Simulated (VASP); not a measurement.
A run of VASP 6.6.1 is set up as follows.

Contents of INCAR:

```
ALGO = Normal
EDIFF = 1E-6
ENCUT = 520
GGA = PS
ISIF = 2
ISMEAR = -1
LASPH = T
LCHARG = F
LREAL = F
LWAVE = F
NBANDS = 15
NELM = 60
PREC = Accurate
SIGMA = 0.1
```

KPOINTS

```
k-points
0
Gamma
  13 13 13
```

POSCAR

```
TiC
1.0
    0.0000000000      2.1593000000      2.1593000000
    2.1593000000      0.0000000000      2.1593000000
    2.1593000000      2.1593000000      0.0000000000
Ti C
1 1
Direct
    0.0000000000      0.0000000000      0.0000000000
    0.5046311305      0.5046311305      0.4953688695
```

Potentials or basis: VASP PAW PBE potentials, release 64 (Ti_sv, C).

Command:

```sh
$ cat potpaw_PBE.64/Ti_sv/POTCAR potpaw_PBE.64/C/POTCAR > POTCAR
$ mpirun -np 1 vasp_std > vasp.out
```

Task: Estimate the pressure.

Result: -4.2 GPa.

Task: What does it give for the band gap on the k mesh?

Result: Zero (band 8 reaches 10.07 eV, above the bottom of band 9 at 9.01 eV).

Task: What does it give for the largest force?

Result: 0.194 eV/Å.

Forces on the atoms (eV/Å):
```
Ti   0.000  0.000  0.194
C    0.000  0.000 -0.194
```

Caveat: the PAW data sets were made with another functional, which shifts forces and pressure a little.
